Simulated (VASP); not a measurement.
**ZrSnO4: single point with r2SCAN**

ZrSnO4:

```
Sn Zr O
1.0
     3.39931   -3.43317    0.00000
     3.39931    3.43317    0.00000
     0.00000    0.00000    3.21796
Sn Zr O
1 1 4
Direct
  0.50000 0.50000 0.50000
  0.00000 0.00000 0.00000
  0.19652 0.19652 0.50000
  0.80348 0.80348 0.50000
  0.69244 0.30756 0.00000
  0.30756 0.69244 0.00000
```

```yaml
Program: VASP 6.6.1
Task: single point
Functional: r2SCAN
Potentials_or_basis: VASP PAW PBE potentials, release 64 (Sn_d, Zr_sv, O)
Cutoff: 520 eV
k_mesh: 6 × 6 × 8
Occupations: gaussian, width 0.01 eV
Spin: no spin polarisation
```

```yaml
Pressure: 0.7 GPa
Largest_force: 0.066 eV/Å
Band_gap_on_the_k_mesh: 2.84 eV
```

Forces on the atoms (eV/Å):
```
Sn   0.000  0.000  0.000
Zr   0.000  0.000  0.000
O   -0.022  0.000  0.000
O    0.022  0.000  0.000
O    0.000 -0.066  0.000
O    0.000  0.066  0.000
```

Stress tensor (GPa, compression positive):
```
0.67 0.00 0.00
0.00 0.52 0.00
0.00 0.00 0.96
```

Levels at points of the mesh, in eV from the valence-band top:
| k point | band 21 | band 22 | band 23 | band 24 | band 25 | band 26 | band 27 | band 28 | band 29 | band 30 |
| --- | --- | --- | --- | --- | --- | --- | --- | --- | --- | --- |
| (0.00, 0.00, 0.00) | -1.39 | -1.02 | -0.71 | -0.69 | 0.00 | 2.84 | 4.99 | 5.79 | 6.32 | 7.14 |
| (0.50, 0.00, 0.00) | -1.35 | -1.32 | -1.01 | -0.83 | -0.56 | 4.38 | 5.25 | 5.52 | 5.86 | 7.37 |
| (0.50, 0.50, 0.00) | -1.49 | -1.40 | -1.31 | -1.17 | -0.91 | 3.56 | 5.06 | 5.83 | 6.35 | 8.00 |
| (0.00, 0.00, 0.50) | -2.02 | -1.98 | -1.68 | -0.83 | -0.68 | 5.38 | 5.80 | 5.81 | 6.84 | 7.97 |
| (0.50, 0.00, 0.50) | -1.84 | -1.36 | -1.33 | -1.14 | -0.95 | 4.84 | 4.98 | 6.06 | 7.40 | 9.87 |
| (0.50, 0.50, 0.50) | -1.27 | -1.02 | -0.93 | -0.81 | -0.46 | 4.92 | 5.20 | 6.09 | 6.33 | 8.23 |

Run time: 4.1 min on 1 thread of Intel(R) Xeon(R) 6975P-C (Granite Rapids), with other jobs on the host, peak memory 0.28 GiB.

Caveat: the PAW data sets were made with another functional, which shifts forces and pressure a little; spin-orbit coupling is left out, which moves the levels of the heavy elements. A k mesh can miss the band edges.
